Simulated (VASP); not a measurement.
# Pt (P6_3/mmc) in VASP: a series of runs

The runs below take Pt through single point, with PBEsol.

Everything below comes from runs of VASP 6.6.1. Logs are shortened: lines on timing, memory, paths and dates and some standing lists are left out, and cuts for length are marked.

**1. The cell of the first run**

It takes space group P6_3/mmc (No. 194, hexagonal). The conventional cell has a = 2.623 Å, b = 2.623 Å, c = 4.553 Å, α = 90.00°, β = 90.00°, γ = 120.00°. Within 3.5 Å of Pt (site symmetry -6m2) lie 12 Pt at 2.62 to 2.73 Å.

**2. Single point, PBEsol (strain -0.050 along x and y, -0.050 along z)**

Contents of INCAR:

```
SYSTEM = Pt
PREC = Accurate
ENCUT = 520
EDIFF = 1E-6
ISMEAR = 0
SIGMA = 0.15
LREAL = .FALSE.
LASPH = .TRUE.
NELM = 80
ALGO = Normal
ISIF = 2
LWAVE = .FALSE.
LCHARG = .TRUE.
GGA = PS
LELF = .TRUE.
LVHAR = .TRUE.
NBANDS = 17
```

Contents of KPOINTS:

```
regular mesh
0
G
  18 18 10
  0 0 0
```

Contents of POSCAR:

```
Pt
1.0
    2.6226323350      0.0000000000      0.0000000000
   -1.3113161675      2.2712662269      0.0000000000
    0.0000000000      0.0000000000      4.5525273000
Pt
2
Direct
    0.6666666667      0.3333333333      0.7500000000
    0.3333333333      0.6666666667      0.2500000000
```

Potentials or basis: VASP PAW PBE potentials, release 64 (Pt).

On the command line:

```console
$ cat potpaw_PBE.64/Pt/POTCAR > POTCAR
$ mpirun -np 1 vasp_std > vasp.out
```

OUTCAR:

```text
SYSTEM = Pt
   PREC = Accurate
   ENCUT = 520
   EDIFF = 1E-6
   ISMEAR = 0
   LREAL = .FALSE.
   LASPH = .TRUE.
   NELM = 80
   ISIF = 2
   GGA = PS

 ion  position               nearest neighbor table
   1  0.667  0.333  0.750-   2 2.73   2 2.73   2 2.73   2 2.73   2 2.73   2 2.73
   2  0.333  0.667  0.250-   1 2.73   1 2.73   1 2.73   1 2.73   1 2.73   1 2.73

  LATTYP: Found a hexagonal cell.
 ALAT       =     2.6226323350
 C/A-ratio  =     1.7358618054

  Lattice vectors:

 A1 = (   2.6226323350,   0.0000000000,   0.0000000000)
 A2 = (  -1.3113161675,   2.2712662269,   0.0000000000)
 A3 = (   0.0000000000,   0.0000000000,   4.5525273000)

Analysis of symmetry for initial positions (statically):
=====================================================================
 Subroutine PRICEL returns:
 Original cell was already a primitive cell.

 Routine SETGRP: Setting up the symmetry group for a
 hexagonal supercell.

 Subroutine GETGRP returns: Found 24 space group operations
 (whereof 12 operations were pure point group operations)
 out of a pool of 24 trial point group operations.

The static configuration has the point symmetry D_3d.
 The point group associated with its full space group is D_6h.

Analysis of symmetry for dynamics (positions and initial velocities):
=====================================================================
 Subroutine PRICEL returns:
 Original cell was already a primitive cell.

 Routine SETGRP: Setting up the symmetry group for a
 hexagonal supercell.

 Subroutine GETGRP returns: Found 24 space group operations
 (whereof 12 operations were pure point group operations)
 out of a pool of 24 trial point group operations.

The dynamic configuration has the point symmetry D_3d.
 The point group associated with its full space group is D_6h.

 Subroutine INISYM returns: Found 24 space group operations
 (whereof 12 operations are pure point group operations),
 and found     1 'primitive' translations

----------------------------------------------------------------------------------------

                                     Primitive cell

  volume of cell :      27.1180

  direct lattice vectors                    reciprocal lattice vectors
     2.622632335  0.000000000  0.000000000     0.381296298  0.220141520  0.000000000
    -1.311316168  2.271266227  0.000000000     0.000000000  0.440283040  0.000000000
     0.000000000  0.000000000  4.552527300     0.000000000  0.000000000  0.219658211

  length of vectors
[... 83 lines left out ...]
   LREAL  =      F    real-space projection
   EDIFFG = 0.1E-04   stopping-criterion for IOM
   NSW    =      0    number of steps for IOM
   IBRION =     -1    ionic relax: 0-MD 1-quasi-New 2-CG
   NFREE  =      0    steps in history (QN), initial steepest desc. (CG)
   ISIF   =      2    stress and relaxation
   ISYM   =      2    0-nonsym 1-usesym 2-fastsym
   POTIM  = 0.5000    time-step for ionic-motion
   TEBEG  =    0.0;   TEEND  =   0.0 temperature during run
   PSTRESS=    0.0 pullay stress
   NELECT =      20.0000    total number of electrons
   NUPDOWN=      -1.0000    fix difference up-down
   EMIN   =  10.00;   EMAX   =-10.00  energy-range for DOS
   EFERMI =   0.00;   METHOD = LEGACY
   ISMEAR =     0;   SIGMA  =   0.15  broadening in eV -4-tet -1-fermi 0-gaus
   EFERMI_NEDOS =   21; number of points for ismear=-14 and -15
   IALGO  =     38    algorithm
   IMIX   =      4    mixing-type and parameters
     AMIX     =   0.40;   BMIX     =  1.00
     AMIX_MAG =   1.60;   BMIX_MAG =  1.00
  volume/ion in A,a.u.               =      13.56        91.50
  Fermi-wavevector in a.u.,A,eV,Ry     =   1.479104  2.795102 29.766143  2.187750
  Thomas-Fermi vector in A             =   2.593303
   LORBIT       =      0    0 simple, 1 ext, 2 COOP (PROOUT), +10 PAW based schemes
   GGA     = PS    functional components
   LHFCALC =     F    Hartree Fock is set to
   AEXX    =    0.0000 exact exchange contribution
   IVDW    =     0    specifies the selected vdW correction
   LEPSILON=     F    determine dielectric tensor
   LRPA    =     F    only Hartree local field effects (RPA)
 non-spin polarized calculation
 Gauss-broadening in eV      SIGMA  =   0.15
  energy-cutoff  :      520.00
  volume of cell :       27.12
 maximum number of plane-waves:       756
 NGX is ok and might be reduce to    20
   NGX =  9   NGY =  9   NGZ = 17

 number of electron      20.0000000 magnetization

 Free energy of the ion-electron system (eV)
  ---------------------------------------------------
  ext. energy  EPLUGINS =         0.00000000
  ---------------------------------------------------
  free energy    TOTEN  =       -13.45336991 eV

  energy without entropy =      -13.42016143  energy(sigma->0) =      -13.43676567

 E-fermi :  13.2366     XC(G=0): -14.2594

 val. band max:       13.2362179199   @ k =   0.3889   0.1667   0.1000
 cond. band min:      13.2394853385   @ k =   0.0556   0.0000   0.2000
 fundamental gap:      0.0032674186
 Fermi energy:        13.2365832011

 k-point     1 :       0.0000    0.0000    0.0000
  band No.  band energies     occupation
      1       1.7124      2.00000
      2       4.4943      2.00000
      3       8.1821      2.00000
      4       8.8499      2.00000
      5       8.8499      2.00000
      6       9.3292      2.00000
[... 457 lines left out ...]
      4       8.7973      2.00000
      5       9.0511      2.00000
      6       9.1449      2.00000
[... 9 lines left out ...]
     16      26.7130      0.00000
     17      27.4851      0.00000

 [... further k-points ...]

------------------------ aborting loop because EDIFF is reached ----------------------------------------

  FORCE on cell =-STRESS in cart. coord.  units (eV):
  Direction    XX          YY          ZZ          XY          YZ          ZX
  --------------------------------------------------------------------------------------
  -------------------------------------------------------------------------------------
  Total        7.4902682      7.4902682      6.1924800      0.0000000      0.0000000     -0.0000000
  in kB      442.5373568    442.5373568    365.8618980      0.0000000      0.0000000     -0.0000000
  external PRESSURE =     416.9788705 kB  Pullay stress =       0.0000000 kB

 VOLUME and BASIS-vectors are now :
 -----------------------------------------------------------------------------
  energy-cutoff  :      520.00
  volume of cell :       27.12
      direct lattice vectors                 reciprocal lattice vectors
     2.622632335  0.000000000  0.000000000     0.381296298  0.220141520  0.000000000
    -1.311316168  2.271266227  0.000000000     0.000000000  0.440283040  0.000000000
     0.000000000  0.000000000  4.552527300     0.000000000  0.000000000  0.219658211

 POSITION                                       TOTAL-FORCE (eV/Angst)
 -----------------------------------------------------------------------------------
      1.31132      0.75709      3.41440        -0.000000     -0.000000      0.000000
     -0.00000      1.51418      1.13813         0.000000      0.000000      0.000000
 -----------------------------------------------------------------------------------
    total drift:                               -0.000000      0.000000     -0.000000

  FREE ENERGIE OF THE ION-ELECTRON SYSTEM (eV)
  ---------------------------------------------------
  free  energy   TOTEN  =       -13.4533699098 eV

  energy  without entropy=      -13.4201614266  energy(sigma->0) =      -13.43676567
```

It took 42 s on 1 thread of Intel Xeon Platinum 8488C (Sapphire Rapids), shared host; peak memory 0.21 GiB.

Results:

| Item | Value |
| --- | --- |
| Free energy | -13.4534 eV |
| Pressure | 41.7 GPa |
| Band gap on the k mesh | zero (band 10 reaches 13.93 eV, above the bottom of band 11 at 12.24 eV) |

Caveat: the cell differs from its parent crystal (strain -0.050 along x and y, -0.050 along z); the PAW data sets were made with another functional, which shifts forces and pressure a little; spin-orbit coupling is left out, which moves the levels of the heavy elements.

**3. Single point, PBEsol (strain +0.025 along x and y, -0.025 along z)**

Contents of INCAR:

```
SYSTEM = Pt
ALGO     = Normal         ! electronic algorithm
EDIFF    = 1E-6           ! SCF threshold, eV
ENCUT    = 520            ! plane-wave cutoff, eV
GGA      = PS             ! functional
ISIF     = 2              ! what is computed and relaxed
ISMEAR   = 0              ! smearing method
LASPH    = .TRUE.         ! aspherical terms in the spheres
LCHARG   = .FALSE.        ! write CHGCAR
LREAL    = .FALSE.        ! projectors in reciprocal space
LWAVE    = .FALSE.        ! write WAVECAR
NBANDS   = 17             ! bands
NELM     = 80             ! most SCF steps
PREC     = Accurate       ! precision mode
SIGMA    = 0.15           ! smearing width, eV
```

Contents of KPOINTS:

```
k-points
0
G
  18 18 10
  0 0 0
```

Contents of POSCAR:

```
Pt
1.0
    2.8296822562      0.0000000000      0.0000000000
   -1.4148411281      2.4505767185      0.0000000000
    0.0000000000      0.0000000000      4.6723306500
Pt
2
Direct
    0.6666666667      0.3333333333      0.7500000000
    0.3333333333      0.6666666667      0.2500000000
```

Potentials or basis: VASP PAW PBE potentials, release 64 (Pt).

On the command line:

```console
$ cat potpaw_PBE.64/Pt/POTCAR > POTCAR
$ mpirun -np 1 vasp_std > vasp.out
```

It took 41 s on 1 thread of Intel Xeon Platinum 8488C (Sapphire Rapids), shared host; peak memory 0.23 GiB.

The run converged. Its results:

```yaml
Free_energy: -13.6795 eV
Pressure: -16.4 GPa
Band_gap_on_the_k_mesh: zero (band 10 reaches 10.08 eV, above the bottom of band 11 at 8.94 eV)
```

Stress tensor (GPa, compression positive):
```
-18.55   0.00   0.00
  0.00 -18.55   0.00
  0.00   0.00 -12.25
```

Levels at points of the mesh, in eV from the Fermi level:
| k point | band 7 | band 8 | band 9 | band 10 | band 11 | band 12 | band 13 | band 14 |
| --- | --- | --- | --- | --- | --- | --- | --- | --- |
| (0.00, 0.00, 0.00) | -2.83 | -2.06 | -2.06 | -0.33 | -0.25 | -0.25 | 5.09 | 14.86 |
| (0.50, 0.00, 0.00) | -2.67 | 0.05 | 0.14 | 0.31 | 2.08 | 3.40 | 7.27 | 8.99 |
| (0.00, 0.00, 0.50) | -3.32 | -3.32 | -0.82 | -0.82 | -0.82 | -0.82 | 12.73 | 12.73 |
| (0.50, 0.00, 0.50) | -0.84 | -0.84 | 0.21 | 0.21 | 1.65 | 1.65 | 6.04 | 6.04 |

Caveat: the cell differs from its parent crystal (strain +0.025 along x and y, -0.025 along z); the PAW data sets were made with another functional, which shifts forces and pressure a little; spin-orbit coupling is left out, which moves the levels of the heavy elements.

**4. Single point, PBEsol (strain +0.000 along x and y, +0.050 along z)**

Contents of INCAR:

```
ALGO     = Fast           # electronic algorithm
EDIFF    = 1E-7           # SCF threshold, eV
ENCUT    = 520            # plane-wave cutoff, eV
GGA      = PS             # functional
ISIF     = 2              # what is computed and relaxed
ISMEAR   = 0              # smearing method
LASPH    = T              # aspherical terms in the spheres
LCHARG   = F              # write CHGCAR
LREAL    = F              # projectors in reciprocal space
LWAVE    = F              # write WAVECAR
NBANDS   = 17             # bands
NELM     = 100            # most SCF steps
PREC     = Accurate       # precision mode
SIGMA    = 0.15           # smearing width, eV
```

Contents of KPOINTS:

```
k-points
0
Gamma
  18 18 10
```

Contents of POSCAR:

```
Pt
1.0
    2.7606656158      0.0000000000      0.0000000000
   -1.3803328079      2.3908065546      0.0000000000
    0.0000000000      0.0000000000      5.0317407000
Pt
2
Direct
    0.6666666667      0.3333333333      0.7500000000
    0.3333333333      0.6666666667      0.2500000000
```

On the command line:

```console
$ cat potpaw_PBE.64/Pt/POTCAR > POTCAR
$ mpirun -np 1 vasp_std > vasp.out
```

Wall time 58 s (1 thread of Intel Xeon Platinum 8488C (Sapphire Rapids), shared host); peak memory 0.23 GiB.

The run converged. Its results:

```
Free energy            : -13.5992 eV
Pressure               : -19.0 GPa
Band gap on the k mesh : zero (band 10 reaches 9.90 eV, above the bottom of band 11 at 8.67 eV)
```

Stress tensor (GPa, compression positive):
```
-17.12   0.00   0.00
  0.00 -17.12   0.00
  0.00   0.00 -22.61
```

Levels at points of the mesh, in eV from the Fermi level:
```tsv
k point	band 6	band 7	band 8	band 9	band 10	band 11	band 12	band 13	band 14	band 15
(0.00, 0.00, 0.00)	-2.92	-2.92	-1.33	-1.33	-0.83	-0.14	-0.14	3.77	14.80	15.45
(0.50, 0.00, 0.00)	-2.54	-2.17	-0.10	0.48	0.61	2.24	3.71	6.92	8.29	8.95
(0.00, 0.00, 0.50)	-3.15	-3.15	-3.15	-0.62	-0.62	-0.62	-0.62	10.50	10.50	15.80
(0.50, 0.00, 0.50)	-1.48	-0.74	-0.74	0.56	0.56	1.72	1.72	6.30	6.30	13.26
```

Caveat: the cell differs from its parent crystal (strain +0.000 along x and y, +0.050 along z); the PAW data sets were made with another functional, which shifts forces and pressure a little; spin-orbit coupling is left out, which moves the levels of the heavy elements.

**5. Summary**

```csv
cell,gap on the mesh (eV),pressure (GPa)
"a = 2.623, b = 2.623, c = 4.553 Å, angles 90.0, 90.0, 120.0°, 2 atoms",none,41.7
"a = 2.830, b = 2.830, c = 4.672 Å, angles 90.0, 90.0, 120.0°, 2 atoms",none,-16.4
"a = 2.761, b = 2.761, c = 5.032 Å, angles 90.0, 90.0, 120.0°, 2 atoms",none,-19.0
```

Alike in all rows: task single point; level PBEsol; potentials or basis VASP PAW PBE potentials, release 64 (Pt); no spin polarisation; k mesh 18 × 18 × 10; cutoff (eV) 520; smearing gaussian 0.15 eV.

Caveats: the PAW data sets were made with another functional, which shifts forces and pressure a little; spin-orbit coupling is left out, which moves the levels of the heavy elements.

Total energies depend on the potentials used, so only differences within one code and one set of settings carry meaning.
